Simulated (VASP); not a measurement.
Write the native input for VASP 6.6.1 that does the following.

| Property | Result |
| --- | --- |
| Task | relaxation of cell and atoms |
| Functional | PBE |
| Potentials or basis | VASP PAW PBE potentials, release 64 (Cd, Os) |
| Cutoff | 600 eV |
| k mesh | 6 × 6 × 6 |
| Occupations | gaussian, width 0.1 eV |
| Spin | no spin polarisation |
| Dipole correction | no |
| Further INCAR settings | ALGO = Normal; EDIFF = 1e-06; IBRION = 2; EDIFFG = -0.04; NSW = 90; ISIF = 3 |

The structure of CdOs lies in POSCAR:

```
CdOs
1.0
    3.3669461387      0.0000000000      0.0000000000
    0.0000000000      3.3669461387      0.0000000000
    0.0000000000      0.0000000000      3.3669461387
Cd Os
1 1
Direct
    0.0000000000      0.0000000000      0.0000000000
    0.5000000000      0.5000000000      0.5000000000
```

The input as run:

INCAR

```
SYSTEM = CdOs
PREC = Accurate ; ENCUT = 600
EDIFF = 1E-6 ; ISMEAR = 0
SIGMA = 0.1 ; LREAL = .False.
LASPH = .True. ; NELM = 100
ALGO = Normal ; ISIF = 3
LWAVE = .False. ; LCHARG = .False.
GGA = PE ; IBRION = 2
NSW = 90 ; EDIFFG = -0.04
```

KPOINTS

```
regular mesh
0
Gamma
  6 6 6
  0 0 0
```

Potentials or basis: VASP PAW PBE potentials, release 64 (Cd, Os).

The run is started by

```sh
$ cat potpaw_PBE.64/Cd/POTCAR potpaw_PBE.64/Os/POTCAR > POTCAR
$ mpirun -np 1 vasp_std > vasp.out
```

Results of the run:

```json
{"Relaxed volume": "16.91 Å³/atom", "Relaxed cell": "a = 3.234 Å, b = 3.234 Å, c = 3.234 Å, α = 90.00°, β = 90.00°, γ = 90.00°", "Space group after relaxing (to 0.05 Å)": "Pm-3m (No. 221)", "Energy gained by relaxing": "119.8 meV/atom", "Ionic steps": "4", "Pressure after relaxing": "-0.2 GPa", "Band gap on the k mesh": "zero (band 10 reaches 6.28 eV, above the bottom of band 11 at 4.59 eV)"}
```

Caveat: spin-orbit coupling is left out, which moves the levels of the heavy elements.

Run time: 16 s on 1 thread of Intel(R) Xeon(R) 6975P-C (Granite Rapids), on a shared host, peak memory 0.17 GiB.
